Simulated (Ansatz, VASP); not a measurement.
AlCo: VASP beside Ansatz

```
Co Al
1.0
     2.33701    0.00000    0.00000
     0.00000    2.33701    0.00000
     0.00000    0.00000    2.33701
Co Al
1 1
Direct
  0.00000 0.00000 0.00000
  0.50000 0.50000 0.50000
```

Change from the starting cell: volume scaled by 0.55, LAPW.

Alike in both runs: task single point; functional PBE; k mesh 14 × 14 × 14; occupations fermi-dirac, width 0.08 eV; no spin polarisation.

|  | VASP | Ansatz |
| --- | --- | --- |
| version | VASP 6.6.1 | Ansatz 0.2.0 |
| potentials or method | VASP PAW PBE potentials, release 64 (Co, Al), cutoff 520 eV | all-electron LAPW, scalar-relativistic |

VASP gave:

| Item | Value |
| --- | --- |
| pressure (GPa) | 378.5 |

Which values does Ansatz return?

Pressure (GPa): 374.4.

Both programs put the cell under a high pressure, so it lies far from rest at this level. Ansatz ran all-electron here, and VASP with PAW potentials.

Noted on VASP's run: the cell as given lies far from equilibrium.
